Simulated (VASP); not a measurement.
# WC (Fm-3m) in VASP: a series of runs

WC is run at these levels: LDA; tasks: single point.

Program: VASP 6.6.1. These are calculated values, not measurements. Logs are shortened: lines on timing, memory, paths and dates and some standing lists are left out, and cuts for length are marked.

## Step 1: The cell of the first run

It takes space group Fm-3m (No. 225, cubic). Conventional cell: a = 4.202 Å, b = 4.202 Å, c = 4.202 Å, α = 90.00°, β = 90.00°, γ = 90.00°. Within 2.8 Å of W (site symmetry m-3m) lie 6 C at 2.10 Å. C (site symmetry m-3m) has 6 W at 2.10 Å within 2.8 Å.

## Step 2: Single point, LDA

INCAR reads:

```
PREC = Accurate ; ENCUT = 520
EDIFF = 1E-6 ; ISMEAR = -1
SIGMA = 0.1 ; LREAL = F
LASPH = T ; NELM = 80
ALGO = Normal ; ISIF = 2
LWAVE = F ; LCHARG = F
GGA = CA ; NBANDS = 16
```

KPOINTS reads:

```
regular mesh
0
Gamma
  11 11 11
```

POSCAR reads:

```
WC
1.0
    0.0000000000      2.1012139316      2.1012139316
    2.1012139316      0.0000000000      2.1012139316
    2.1012139316      2.1012139316      0.0000000000
W C
1 1
Direct
    0.0000000000      0.0000000000      0.0000000000
    0.5000000000      0.5000000000      0.5000000000
```

Potentials or basis: VASP PAW LDA potentials, release 64 (W_sv, C).

Run with:

```console
cat potpaw_LDA.64/W_sv/POTCAR potpaw_LDA.64/C/POTCAR > POTCAR
mpirun -np 1 vasp_std > vasp.out
```

OUTCAR:

```text
PREC = Accurate
   ENCUT = 520
   EDIFF = 1E-6
   ISMEAR = -1
   LREAL = F
   LASPH = T
   NELM = 80
   ISIF = 2
   GGA = CA

 ion  position               nearest neighbor table
   1  0.000  0.000  0.000-   2 2.10   2 2.10   2 2.10   2 2.10   2 2.10   2 2.10
   2  0.500  0.500  0.500-   1 2.10   1 2.10   1 2.10   1 2.10   1 2.10   1 2.10

  LATTYP: Found a face centered cubic cell.
 ALAT       =     4.2024278632

  Lattice vectors:

 A1 = (   0.0000000000,   2.1012139316,   2.1012139316)
 A2 = (   2.1012139316,   0.0000000000,   2.1012139316)
 A3 = (   2.1012139316,   2.1012139316,   0.0000000000)

Analysis of symmetry for initial positions (statically):
=====================================================================
 Subroutine PRICEL returns:
 Original cell was already a primitive cell.

 Routine SETGRP: Setting up the symmetry group for a
 face centered cubic supercell.

 Subroutine GETGRP returns: Found 48 space group operations
 (whereof 48 operations were pure point group operations)
 out of a pool of 48 trial point group operations.

The static configuration has the point symmetry O_h .

Analysis of symmetry for dynamics (positions and initial velocities):
=====================================================================
 Subroutine PRICEL returns:
 Original cell was already a primitive cell.

 Routine SETGRP: Setting up the symmetry group for a
 face centered cubic supercell.

 Subroutine GETGRP returns: Found 48 space group operations
 (whereof 48 operations were pure point group operations)
 out of a pool of 48 trial point group operations.

The dynamic configuration has the point symmetry O_h .

 Subroutine INISYM returns: Found 48 space group operations
 (whereof 48 operations are pure point group operations),
 and found     1 'primitive' translations

----------------------------------------------------------------------------------------

                                     Primitive cell

  volume of cell :      18.5541

  direct lattice vectors                    reciprocal lattice vectors
     0.000000000  2.101213932  2.101213932    -0.237957684  0.237957684  0.237957684
     2.101213932  0.000000000  2.101213932     0.237957684 -0.237957684  0.237957684
     2.101213932  2.101213932  0.000000000     0.237957684  0.237957684 -0.237957684

  length of vectors
     2.971565240  2.971565240  2.971565240     0.412154798  0.412154798  0.412154798

  position of ions in fractional coordinates (direct lattice)
     0.000000000  0.000000000  0.000000000
     0.500000000  0.500000000  0.500000000

  ion indices of the primitive-cell ions
   primitive index   ion index
                 1           1
                 2           2

----------------------------------------------------------------------------------------

 KPOINTS: regular mesh

Automatic generation of k-mesh.
 Grid dimensions read from file:
 generate k-points for:   11   11   11

 Generating k-lattice:

  Cartesian coordinates                     Fractional coordinates (reciprocal lattice)
    -0.021632517  0.021632517  0.021632517     0.090909091  0.000000000  0.000000000
     0.021632517 -0.021632517  0.021632517     0.000000000  0.090909091  0.000000000
     0.021632517  0.021632517 -0.021632517     0.000000000  0.000000000  0.090909091

  Length of vectors
     0.037468618  0.037468618  0.037468618

  Shift w.r.t. Gamma in fractional coordinates (k-lattice)
     0.000000000  0.000000000  0.000000000

 Subroutine IBZKPT returns following result:
 ===========================================

 Found     56 irreducible k-points:

 Following reciprocal coordinates:
            Coordinates               Weight
  0.000000  0.000000  0.000000      1.000000
  0.090909  0.000000  0.000000      8.000000
  0.181818  0.000000  0.000000      8.000000
  0.272727  0.000000  0.000000      8.000000
  0.363636  0.000000  0.000000      8.000000
  0.454545  0.000000  0.000000      8.000000
[... 16 lines left out ...]
 -0.272727  0.181818  0.000000     24.000000
 -0.181818  0.181818  0.000000     12.000000
 [... further k-points ...]
   k-points           NKPTS =     56   k-points in BZ     NKDIM =     56   number of bands    NBANDS=     16
   number of dos      NEDOS =    301   number of ions     NIONS =      2
   total plane-waves  NPLWV =  13824
   dimension x,y,z NGX =    24 NGY =   24 NGZ =   24
   dimension x,y,z NGXF=    48 NGYF=   48 NGZF=   48
   ions per type =               1   1
   NGX,Y,Z   is equivalent  to a cutoff of  13.43, 13.43, 13.43 a.u.
   NGXF,Y,Z  is equivalent  to a cutoff of  26.85, 26.85, 26.85 a.u.
 SYSTEM =  unknown system
   PREC   = accura    normal or accurate (medium, high low for compatibility)
   ISTART =      0    job   : 0-new  1-cont  2-samecut
   ICHARG =      2    charge: 1-file 2-atom 10-const
   ISPIN  =      1    spin polarized calculation?
   LNONCOLLINEAR =      F non collinear calculations
   LSORBIT =      F    spin-orbit coupling
   LASPH  =      T    aspherical Exc in radial PAW
   ENCUT  =  520.0 eV  38.22 Ry    6.18 a.u.   5.53  5.53  5.53*2*pi/ulx,y,z
   NELM   =     80;   NELMIN=  2; NELMDL= -5     # of ELM steps
   EDIFF  = 0.1E-05   stopping-criterion for ELM
   LREAL  =      F    real-space projection
   EDIFFG = 0.1E-04   stopping-criterion for IOM
   NSW    =      0    number of steps for IOM
   IBRION =     -1    ionic relax: 0-MD 1-quasi-New 2-CG
   NFREE  =      0    steps in history (QN), initial steepest desc. (CG)
   ISIF   =      2    stress and relaxation
   ISYM   =      2    0-nonsym 1-usesym 2-fastsym
   POTIM  = 0.5000    time-step for ionic-motion
   TEBEG  =    0.0;   TEEND  =   0.0 temperature during run
   PSTRESS=    0.0 pullay stress
   NELECT =      18.0000    total number of electrons
   NUPDOWN=      -1.0000    fix difference up-down
   EMIN   =  10.00;   EMAX   =-10.00  energy-range for DOS
   EFERMI =   0.00;   METHOD = LEGACY
   ISMEAR =    -1;   SIGMA  =   0.10  broadening in eV -4-tet -1-fermi 0-gaus
   EFERMI_NEDOS =   21; number of points for ismear=-14 and -15
   IALGO  =     38    algorithm
   IMIX   =      4    mixing-type and parameters
     AMIX     =   0.40;   BMIX     =  1.00
     AMIX_MAG =   1.60;   BMIX_MAG =  1.00
  volume/ion in A,a.u.               =       9.28        62.60
  Fermi-wavevector in a.u.,A,eV,Ry     =   1.620636  3.062557 35.735158  2.626460
  Thomas-Fermi vector in A             =   2.714542
   LORBIT       =      0    0 simple, 1 ext, 2 COOP (PROOUT), +10 PAW based schemes
   GGA     = CA    functional components
   LHFCALC =     F    Hartree Fock is set to
   AEXX    =    0.0000 exact exchange contribution
   IVDW    =     0    specifies the selected vdW correction
   LEPSILON=     F    determine dielectric tensor
   LRPA    =     F    only Hartree local field effects (RPA)
 non-spin polarized calculation
  energy-cutoff  :      520.00
  volume of cell :       18.55
 maximum number of plane-waves:       531
 NGX is ok and might be reduce to    24
   NGX = 11   NGY = 11   NGZ = 11

 number of electron      18.0000001 magnetization

 Free energy of the ion-electron system (eV)
  ---------------------------------------------------
  ext. energy  EPLUGINS =         0.00000000
  ---------------------------------------------------
  free energy    TOTEN  =       -23.58683055 eV

  energy without entropy =      -23.55030484  energy(sigma->0) =      -23.56856769

 E-fermi :  14.3492     XC(G=0): -14.6083

 val. band max:       14.3387076569   @ k =  -0.2727   0.4545   0.1818
 cond. band min:      14.3795885804   @ k =   0.4545   0.0909   0.0000
 fundamental gap:      0.0408809235
 Fermi energy:        14.3492187709

 k-point     1 :       0.0000    0.0000    0.0000
  band No.  band energies     occupation
      1     -60.5386      2.00000
      2     -24.7668      2.00000
      3     -24.7668      2.00000
      4     -24.7668      2.00000
      5      -2.3827      2.00000
      6      11.0802      2.00000
[... 8 lines left out ...]
     15      23.9063      0.00000
     16      40.1954      0.00000

 k-point     2 :       0.0909    0.0000    0.0000
  band No.  band energies     occupation
      1     -60.5329      2.00000
      2     -24.8484      2.00000
      3     -24.7749      2.00000
      4     -24.7749      2.00000
      5      -2.1043      2.00000
      6      10.2501      2.00000
[... 8 lines left out ...]
     15      24.5558      0.00000
     16      37.6361      0.00000

 k-point     3 :       0.1818    0.0000    0.0000
  band No.  band energies     occupation
      1     -60.5176      2.00000
      2     -25.0622      2.00000
      3     -24.7967      2.00000
      4     -24.7967      2.00000
      5      -1.3198      2.00000
      6       8.7114      2.00000
[... 8 lines left out ...]
     15      26.1901      0.00000
     16      34.4239      0.00000

 k-point     4 :       0.2727    0.0000    0.0000
  band No.  band energies     occupation
      1     -60.4975      2.00000
      2     -25.3321      2.00000
      3     -24.8249      2.00000
      4     -24.8249      2.00000
      5      -0.1629      2.00000
      6       7.0919      2.00000
[... 8 lines left out ...]
     15      27.8415      0.00000
     16      32.2160      0.00000

 k-point     5 :       0.3636    0.0000    0.0000
  band No.  band energies     occupation
      1     -60.4790      2.00000
      2     -25.5710      2.00000
      3     -24.8507      2.00000
      4     -24.8507      2.00000
      5       1.1986      2.00000
      6       5.5446      2.00000
[... 8 lines left out ...]
     15      29.1469      0.00000
     16      29.2419      0.00000

 k-point     6 :       0.4545    0.0000    0.0000
  band No.  band energies     occupation
      1     -60.4680      2.00000
      2     -25.7091      2.00000
      3     -24.8659      2.00000
      4     -24.8659      2.00000
      5       2.6220      2.00000
      6       4.0795      2.00000
[... 8 lines left out ...]
     15      27.2592      0.00000
     16      27.2592      0.00000

 k-point     7 :       0.0909    0.0909    0.0000
  band No.  band energies     occupation
      1     -60.5310      2.00000
      2     -24.8426      2.00000
      3     -24.7941      2.00000
      4     -24.7941      2.00000
      5      -2.0171      2.00000
      6      10.0435      2.00000
[... 8 lines left out ...]
     15      24.7673      0.00000
     16      37.4358      0.00000

 k-point     8 :       0.1818    0.0909    0.0000
  band No.  band energies     occupation
      1     -60.5189      2.00000
      2     -25.0016      2.00000
      3     -24.8250      2.00000
      4     -24.8080      2.00000
      5      -1.4199      2.00000
      6       8.5455      2.00000
[... 8 lines left out ...]
     15      26.0837      0.00000
     16      34.4906      0.00000

 k-point     9 :       0.2727    0.0909    0.0000
  band No.  band energies     occupation
      1     -60.5004      2.00000
      2     -25.2470      2.00000
      3     -24.8578      2.00000
      4     -24.8326      2.00000
      5      -0.4225      2.00000
      6       7.1400      2.00000
[... 8 lines left out ...]
     15      27.7119      0.00000
     16      31.9759      0.00000
[... 172 lines left out ...]
 k-point    19 :       0.3636    0.1818    0.0000
  band No.  band energies     occupation
      1     -60.4779      2.00000
      2     -25.4128      2.00000
      3     -24.9489      2.00000
      4     -24.9376      2.00000
      5       0.5091      2.00000
      6       5.9651      2.00000
[... 8 lines left out ...]
     15      28.1115      0.00000
     16      30.3509      0.00000

 k-point    20 :       0.4545    0.1818    0.0000
  band No.  band energies     occupation
      1     -60.4638      2.00000
      2     -25.5665      2.00000
      3     -25.0083      2.00000
      4     -24.9443      2.00000
      5       1.4098      2.00000
      6       5.2608      2.00000
[... 8 lines left out ...]
     15      27.2704      0.00000
     16      29.1841      0.00000

 k-point    21 :      -0.4545    0.1818    0.0000
  band No.  band energies     occupation
      1     -60.4576      2.00000
      2     -25.6275      2.00000
      3     -25.0609      2.00000
      4     -24.9269      2.00000
      5       2.1056      2.00000
      6       4.6306      2.00000
[... 8 lines left out ...]
     15      27.7774      0.00000
     16      29.1849      0.00000

 k-point    22 :      -0.3636    0.1818    0.0000
  band No.  band energies     occupation
      1     -60.4613      2.00000
      2     -25.5837      2.00000
      3     -25.0851      2.00000
      4     -24.8909      2.00000
      5       2.0745      2.00000
      6       4.6340      2.00000
[... 8 lines left out ...]
     15      27.9208      0.00000
     16      29.2209      0.00000

 k-point    23 :      -0.2727    0.1818    0.0000
  band No.  band energies     occupation
      1     -60.4737      2.00000
      2     -25.4574      2.00000
      3     -25.0627      2.00000
      4     -24.8473      2.00000
      5       1.2101      2.00000
      6       5.4911      2.00000
[... 8 lines left out ...]
     15      28.1965      0.00000
     16      29.2648      0.00000

 k-point    24 :      -0.1818    0.1818    0.0000
  band No.  band energies     occupation
      1     -60.4907      2.00000
      2     -25.3013      2.00000
      3     -24.9842      2.00000
      4     -24.8100      2.00000
      5       0.1408      2.00000
      6       6.7012      2.00000
[... 8 lines left out ...]
     15      28.1161      0.00000
     16      29.6501      0.00000

 [... further k-points ...]
[... 5 lines left out ...]
  --------------------------------------------------------------------------------------
  -------------------------------------------------------------------------------------
  Total        5.1702361      5.1702361      5.1702361      0.0000000      0.0000000      0.0000000
  in kB      446.4575266    446.4575266    446.4575266      0.0000000      0.0000000      0.0000000
  external PRESSURE =     446.4575266 kB  Pullay stress =       0.0000000 kB

 VOLUME and BASIS-vectors are now :
 -----------------------------------------------------------------------------
  energy-cutoff  :      520.00
  volume of cell :       18.55
      direct lattice vectors                 reciprocal lattice vectors
     0.000000000  2.101213932  2.101213932    -0.237957684  0.237957684  0.237957684
     2.101213932  0.000000000  2.101213932     0.237957684 -0.237957684  0.237957684
     2.101213932  2.101213932  0.000000000     0.237957684  0.237957684 -0.237957684

 POSITION                                       TOTAL-FORCE (eV/Angst)
 -----------------------------------------------------------------------------------
      0.00000      0.00000      0.00000        -0.000000      0.000000      0.000000
      2.10121      2.10121      2.10121         0.000000     -0.000000     -0.000000
 -----------------------------------------------------------------------------------
    total drift:                                0.000000     -0.000000     -0.000000

  FREE ENERGIE OF THE ION-ELECTRON SYSTEM (eV)
  ---------------------------------------------------
  free  energy   TOTEN  =       -23.5868305471 eV

  energy  without entropy=      -23.5503048352  energy(sigma->0) =      -23.56856769
```

Wall time 41 s (1 thread of AMD EPYC 7R13, shared host); peak memory 0.11 GiB.

Results:

```yaml
Free_energy: -23.5868 eV
Pressure: 44.6 GPa
Band_gap_on_the_k_mesh: zero (band 9 reaches 15.53 eV, above the bottom of band 10 at 11.83 eV)
```

Caveat: spin-orbit coupling is left out, which moves the levels of the heavy elements.

[end of part 1 of 2]
